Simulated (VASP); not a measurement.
Cu, 1 atom in the cell. The structure is trigonal, space group R-3m (No. 166). Conventional cell: a = 2.569 Å, b = 2.569 Å, c = 6.199 Å, α = 90.00°, β = 90.00°, γ = 120.00°. Cu (site symmetry -3m) has 12 Cu at 2.54 to 2.57 Å within 3.4 Å.  This cell differs from its parent crystal: equal xy, yz and zx shear strains of -1 %.

| Quantity | Value |
| --- | --- |
| Program | VASP 6.6.1 |
| Task | electric field gradients |
| Functional | PBEsol |
| Potentials or basis | VASP PAW PBE potentials, release 64 (Cu) |
| Cutoff | 520 eV |
| k mesh | 19 × 19 × 19 |
| Occupations | fermi-dirac, width 0.08 eV |
| Spin | no spin polarisation |
| Dipole correction | no |
| Further INCAR settings | ALGO = Normal; EDIFF = 1e-08; NBANDS = 12 |

Potentials or basis: VASP PAW PBE potentials, release 64 (Cu).

Run with:

```bash
$ cat potpaw_PBE.64/Cu/POTCAR > POTCAR
$ mpirun -np 1 vasp_std > vasp.out
```

Hardware: 1 thread of AMD EPYC 7R43 64-Core Processor (Zen 3), with other jobs on the host.

**Question.** How long does it take, and how much memory?

**Answer.** Wall time 2.1 min on 1 thread of AMD EPYC 7R43 64-Core Processor (Zen 3), with other jobs on the host, peak memory 0.16 GiB. Counts: scf iterations 14, k points 670.
